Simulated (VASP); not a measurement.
A run of VASP 6.6.1:

The input INCAR:

```
PREC = Accurate
ENCUT = 520
EDIFF = 1E-6
ISMEAR = 0
SIGMA = 0.1
LREAL = False
LASPH = True
NELM = 150
ALGO = Normal
ISIF = 2
LWAVE = False
LCHARG = False
ISPIN = 2
MAGMOM = 0 0.38 0 0 0
LORBIT = 11
LMAXMIX = 6
GGA = PE
NBANDS = 34
```

KPOINTS

```
regular mesh
0
Gamma
  8 8 6
```

The input POSCAR:

```
La2TaO2
1.0
    4.5053601607      0.0000000000      0.0000000000
    0.0000000000      4.5053601607      0.0000000000
    0.0000000000      0.0000000000      6.9623775400
La Ta O
2 1 2
Direct
    0.5000000000      0.5000000000      0.0000000000
    0.5000000000      0.5000000000      0.5000000000
    0.0000000000      0.0000000000      0.0000000000
    0.0000000000      0.5000000000      0.0000000000
    0.5000000000      0.0000000000      0.0000000000
```

Potentials or basis: VASP PAW PBE potentials, release 64 (La, Ta_pv, O).

The run is started by

```sh
$ cat potpaw_PBE.64/La/POTCAR potpaw_PBE.64/Ta_pv/POTCAR potpaw_PBE.64/O/POTCAR > POTCAR
$ mpirun -np 1 vasp_std > vasp.out
```

Hardware: 1 thread of Oxide Virtual Turin-like Processor, on a shared host.

Problem. Estimate the wall time of this run.

Solution. Run time: 21 min on 1 thread of Oxide Virtual Turin-like Processor, on a shared host, peak memory 0.61 GiB. Counts: scf iterations 30, k points 60.
